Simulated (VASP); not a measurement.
Crystal: MgO.

```xyz
2
Lattice="0.0000 2.1022 2.1022 2.1022 0.0000 2.1022 2.1022 2.1022 0.0000" Properties=species:S:1:pos:R:3 pbc="T T T"
Mg    0.0000    0.0000    0.0000
O     2.1022    2.1022    2.1022
```

Base run:

| Quantity | Value |
| --- | --- |
| Program | VASP 6.6.1 |
| Functional | r2SCAN |
| Potentials or basis | VASP PAW PBE potentials, release 64 (Mg_sv, O) |
| Cutoff | 660 eV |
| k mesh | 10 × 10 × 10 |
| Occupations | fermi-dirac, width 0.02 eV |
| Spin | no spin polarisation |

Its results: band gap on the k mesh 5.71 eV, direct; pressure -0.2 GPa.

**Question.** The run is repeated on the same cell with these changes: potentials or basis from VASP PAW PBE potentials, release 64 (Mg_sv, O) to VASP PAW PBE potentials, release 64 (Mg, O); cutoff from 660 eV to 520 eV; further incar settings from ALGO = Normal; EDIFF = 1e-06; NBANDS = 15 to ALGO = Normal; EDIFF = 1e-06; NBANDS = 11; valence electrons from 16 to 8. What comes out?

**Answer.** Band gap on the k mesh 5.66 eV, direct; pressure -1.1 GPa.

Caveats: the PAW data sets were made with another functional, which shifts forces and pressure a little.

